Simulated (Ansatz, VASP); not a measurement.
Two plane-wave programs on Y2F3

INCAR

```
SYSTEM = Y2F3
ALGO = Normal ; EDIFF = 1E-6
ENCUT = 600 ; GGA = PE
GGA_COMPAT = .FALSE. ; ISIF = 2
ISMEAR = 0 ; ISPIN = 2
LASPH = .TRUE. ; LCHARG = .FALSE.
LMAXMIX = 4 ; LORBIT = 11
LREAL = .FALSE. ; LWAVE = .FALSE.
MAGMOM = 0 0 0 0 1 1 1 1 1 1 ; NBANDS = 58
NELM = 200 ; PREC = Accurate
SIGMA = 0.1
```

Contents of KPOINTS:

```
k-points
0
G
  4 4 4
  0 0 0
```

File POSCAR:

```
Y2F3
1.0
    5.5066890082      0.0000000000      0.0000000000
    0.0000000000      5.5066890082      0.0000000000
    0.0000000000      0.0000000000      5.5066890082
Y F
4 6
Direct
    0.7500000000      0.7500000000      0.7500000000
    0.7500000000      0.2500000000      0.2500000000
    0.2500000000      0.2500000000      0.7500000000
    0.2500000000      0.7500000000      0.2500000000
    0.0000000000      0.5000000000      0.5000000000
    0.5000000000      0.5000000000      0.0000000000
    0.0000000000      0.5000000000      0.0000000000
    0.5000000000      0.0000000000      0.5000000000
    0.5000000000      0.0000000000      0.0000000000
    0.0000000000      0.0000000000      0.5000000000
```

Input for Ansatz:

```yaml
crystal:
  lattice:
    - [5.5066890082, 0.0, 0.0]
    - [0.0, 5.5066890082, 0.0]
    - [0.0, 0.0, 5.5066890082]
  atoms:
    - { symbol: "Y", position: [0.75, 0.75, 0.75] }
    - { symbol: "Y", position: [0.75, 0.25, 0.25] }
    - { symbol: "Y", position: [0.25, 0.25, 0.75] }
    - { symbol: "Y", position: [0.25, 0.75, 0.25] }
    - { symbol: F, position: [0.0, 0.5, 0.5], spin: 1.0 }
    - { symbol: F, position: [0.5, 0.5, 0.0], spin: 1.0 }
    - { symbol: F, position: [0.0, 0.5, 0.0], spin: 1.0 }
    - { symbol: F, position: [0.5, 0.0, 0.5], spin: 1.0 }
    - { symbol: F, position: [0.5, 0.0, 0.0], spin: 1.0 }
    - { symbol: F, position: [0.0, 0.0, 0.5], spin: 1.0 }
basis:
  ecutwfc: 420
kpoints:
  mp_grid: { grid: [4, 4, 4] }
hamiltonian:
  xc: pbe
scf:
  occupations: { method: gaussian, width: 0.1 }
  lower_state_search: "off"
output:
  forces: true
  stress: true
  eigenvalues: true
  populations: true
magnetization:
  spin_polarized: true
```

Change from the starting cell: built by hand: vacancy-ordered fluorite (Pn-3m) (Pn-3m, No. 224).

Alike in both runs: task single point; functional PBE; k mesh 4 × 4 × 4; occupations gaussian, width 0.1 eV; collinear spin.

|  | VASP | Ansatz |
| --- | --- | --- |
| version | VASP 6.6.1 | Ansatz 0.2.0 |
| potentials or method | VASP PAW PBE potentials, release 64 (Y_sv, F), cutoff 600 eV | scalar-relativistic, plane waves, PAW |
| valence electrons in the cell | 86 | 86 |

|  | VASP | Ansatz | Ansatz less VASP |
| --- | --- | --- | --- |
| gap on the k mesh at the Fermi level (eV) | none | none | - |
| pressure (GPa) | 0.0 | 0.2 | +0.21 |
| net moment per atom (μB) | 0.08 | 0.08 | -0.001 |
| size of the moment on the site where the two differ most (μB) | 0.09 | 0.04 | -0.046 |

Site moments also hang on the region over which each program counts them. A gap of «none» marks a metal or a gap that the smearing closes. With one functional, cell and mesh, what is left measures potentials, basis and numerics.
